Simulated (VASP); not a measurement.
# Nb (Fm-3m) in VASP: a series of runs, part 2 of 2

VASP 6.6.1.

## (4) Single point, r2SCAN, collinear spin (17.96 Å³/atom)

This run uses another cell than the first one, of 17.96 Å³/atom.

File POSCAR:

```
Nb
1.0
    0.0000000000      2.0786459169      2.0786459169
    2.0786459169      0.0000000000      2.0786459169
    2.0786459169      2.0786459169      0.0000000000
Nb
1
Direct
    0.0000000000      0.0000000000      0.0000000000
```

File INCAR.step1:

```
SYSTEM = Nb
PREC = Accurate
ENCUT = 520
ISMEAR = -1
SIGMA = 0.05
LREAL = .FALSE.
LASPH = .TRUE.
NELM = 150
ISPIN = 2
MAGMOM = 1
LMAXMIX = 4
NBANDS = 16
GGA = PE
ALGO = Normal
EDIFF = 1E-4
LWAVE = .TRUE.
LCHARG = .FALSE.
```

File INCAR.step2:

```
SYSTEM = Nb
PREC = Accurate
ENCUT = 520
EDIFF = 1E-7
ISMEAR = -1
SIGMA = 0.05
LREAL = .FALSE.
LASPH = .TRUE.
NELM = 150
ALGO = Normal
ISIF = 2
LWAVE = .FALSE.
LCHARG = .FALSE.
ISPIN = 2
MAGMOM = 1
LORBIT = 11
LMAXMIX = 4
METAGGA = R2SCAN
LMIXTAU = .TRUE.
NBANDS = 16
ISTART = 1
```

File KPOINTS:

```
Automatic mesh
0
G
  21 21 21
  0 0 0
```

Potentials or basis: VASP PAW PBE potentials, release 64 (Nb_sv).

The run is started by

```
$ cat potpaw_PBE.64/Nb_sv/POTCAR > POTCAR
$ cp INCAR.step1 INCAR
$ mpirun -np 1 vasp_std > vasp.out
$ cp INCAR.step2 INCAR
$ mpirun -np 1 vasp_std > vasp.out
```

OUTCAR:

```text
SYSTEM = Nb
   PREC = Accurate
   ENCUT = 520
   EDIFF = 1E-7
   ISMEAR = -1
   LREAL = .FALSE.
   LASPH = .TRUE.
   NELM = 150
   ISIF = 2
   ISPIN = 2
   LORBIT = 11
   METAGGA = R2SCAN
   ISTART = 1

 ion  position               nearest neighbor table
   1  0.000  0.000  0.000-

  LATTYP: Found a face centered cubic cell.
 ALAT       =     4.1572918338

  Lattice vectors:

 A1 = (   0.0000000000,   2.0786459169,   2.0786459169)
 A2 = (   2.0786459169,   0.0000000000,   2.0786459169)
 A3 = (   2.0786459169,   2.0786459169,   0.0000000000)
[... 1121 lines left out ...]
  -------------------------------------------------------------------------------------
  Total        0.7861034      0.7861034      0.7861034      0.0000000      0.0000000     -0.0000000
  in kB       70.1162558     70.1162558     70.1162558      0.0000000      0.0000000     -0.0000000
  external PRESSURE =      70.1162558 kB  Pullay stress =       0.0000000 kB

 VOLUME and BASIS-vectors are now :
 -----------------------------------------------------------------------------
  energy-cutoff  :      520.00
  volume of cell :       17.96
      direct lattice vectors                 reciprocal lattice vectors
     0.000000000  2.078645917  2.078645917    -0.240541208  0.240541208  0.240541208
     2.078645917  0.000000000  2.078645917     0.240541208 -0.240541208  0.240541208
     2.078645917  2.078645917  0.000000000     0.240541208  0.240541208 -0.240541208

 POSITION                                       TOTAL-FORCE (eV/Angst)
 -----------------------------------------------------------------------------------
      0.00000      0.00000      0.00000        -0.000000     -0.000000      0.000000
 -----------------------------------------------------------------------------------
    total drift:                                0.000000      0.000000      0.000000

  FREE ENERGIE OF THE ION-ELECTRON SYSTEM (eV)
  ---------------------------------------------------
  free  energy   TOTEN  =       -24.5022289009 eV

  energy  without entropy=      -24.4916955569  energy(sigma->0) =      -24.49696223

 total charge

# of ion       s       p       d       tot
------------------------------------------
    1        2.230   6.013   2.439  10.682

 magnetization (x)

# of ion       s       p       d       tot
------------------------------------------
    1        0.000  -0.000   0.000   0.000
```

OUTCAR.step1:

```text
SYSTEM = Nb
   PREC = Accurate
   ENCUT = 520
   ISMEAR = -1
   LREAL = .FALSE.
   LASPH = .TRUE.
[... 1152 lines left out ...]
 -----------------------------------------------------------------------------------
      0.00000      0.00000      0.00000         0.000000      0.000000      0.000000
 -----------------------------------------------------------------------------------
    total drift:                                0.000000      0.000000     -0.000000

  FREE ENERGIE OF THE ION-ELECTRON SYSTEM (eV)
  ---------------------------------------------------
  free  energy   TOTEN  =        -9.8817115628 eV

  energy  without entropy=       -9.8693940053  energy(sigma->0) =       -9.87555278
```

OSZICAR.step1:

```text
N       E                     dE             d eps       ncg     rms          rms(c)
DAV:   1     0.118272842963E+03    0.11827E+03   -0.71435E+03 18392   0.849E+02
DAV:   2    -0.625713369906E+01   -0.12453E+03   -0.11808E+03 20392   0.304E+02
DAV:   3    -0.100301538225E+02   -0.37730E+01   -0.36923E+01 27208   0.499E+01
DAV:   4    -0.101814066371E+02   -0.15125E+00   -0.15094E+00 22360   0.844E+00
DAV:   5    -0.101854831568E+02   -0.40765E-02   -0.40761E-02 27720   0.123E+00    0.779E+00
DAV:   6    -0.991207341170E+01    0.27341E+00   -0.39791E-01 27968   0.728E+00    0.269E+00
DAV:   7    -0.987080099456E+01    0.41272E-01   -0.14390E-01 29304   0.403E+00    0.152E+00
DAV:   8    -0.987888564465E+01   -0.80847E-02   -0.13284E-02 23504   0.114E+00    0.933E-01
DAV:   9    -0.988104731730E+01   -0.21617E-02   -0.36344E-03 24008   0.576E-01    0.448E-01
DAV:  10    -0.988168868421E+01   -0.64137E-03   -0.98182E-04 26848   0.301E-01    0.403E-02
DAV:  11    -0.988171156280E+01   -0.22879E-04   -0.39303E-05 14904   0.623E-02
   1 F= -.98817116E+01 E0= -.98755528E+01  d E =-.123176E-01  mag=     0.0003
```

Run time: 3.1 min. Hardware: 1 thread of Intel Xeon 6975P-C (Granite Rapids), shared host; peak memory 0.25 GiB.

What came out:

```
Free energy                                           : -24.5022 eV
Pressure                                              : 7.0 GPa
Net moment                                            : 0.00 μB per cell
Valence electrons inside the program's atomic spheres : Nb 10.68
```

Caveat: the cell stands under pressure; the PAW data sets were made with another functional, which shifts forces and pressure a little.

## (5) The runs side by side

| cell | gap on the mesh (eV) | pressure (GPa) | moment (μB) |
| --- | --- | --- | --- |
| a = 2.856 Å, angles 60.0°, 1 atom | none | 26.3 | 0.00 |
| a = 2.898 Å, angles 60.0°, 1 atom | none | 15.8 | 0.00 |
| a = 2.940 Å, angles 60.0°, 1 atom | none | 7.0 | 0.00 |

Alike in all rows: task single point; level r2SCAN; potentials or basis VASP PAW PBE potentials, release 64 (Nb_sv); spin collinear; k mesh 21 × 21 × 21; cutoff (eV) 520; smearing fermi-dirac 0.05 eV.

Caveats: the cell stands under pressure; the PAW data sets were made with another functional, which shifts forces and pressure a little.

Total energies depend on the potentials used, so only differences within one code and one set of settings carry meaning.
